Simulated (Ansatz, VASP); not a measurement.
One calculation of TaAs, two programs

```
Ta As
1.0
     3.42870    0.00000    0.00000
     0.00000    3.42870    0.00000
     0.00000    0.00000   30.42726
Ta As
6 6
Direct
  0.50000 0.50000 0.24649
  0.00000 0.50000 0.34165
  0.00000 0.00000 0.43682
  0.50000 0.00000 0.53198
  0.50000 0.50000 0.62714
  0.00000 0.50000 0.72231
  0.00000 0.00000 0.27769
  0.50000 0.00000 0.37286
  0.50000 0.50000 0.46802
  0.00000 0.50000 0.56318
  0.00000 0.00000 0.65835
  0.50000 0.00000 0.75351
```

Alike in both runs: task single point; functional PBEsol; k mesh 10 × 10 × 1; occupations gaussian, width 0.1 eV; no spin polarisation.

|  | VASP | Ansatz |
| --- | --- | --- |
| version | VASP 6.6.1 | Ansatz 0.2.0 |
| potentials or method | VASP PAW PBE potentials, release 64 (Ta_pv, As), cutoff 520 eV | scalar-relativistic, plane waves, PAW |
| valence electrons in the cell | 96 | 168 |

VASP gave:

```
gap on the k mesh at the Fermi level (eV) : none
rms of the force components (eV/Å)        : 0.228
```

Problem. What did Ansatz give for the same quantities?

Solution. gap on the k mesh at the Fermi level (eV): none; rms of the force components (eV/Å): 0.229.

VASP's potentials were made for PBE, not for PBEsol. A gap of «none» marks a metal or a gap that the smearing closes. VASP's potentials hold 96 valence electrons a cell and Ansatz's 168, so a difference there can come from the potentials and not from the codes. Ansatz's warnings: vacuum density over bound, xc potential rough in thin density.

Spin-orbit coupling is off throughout.
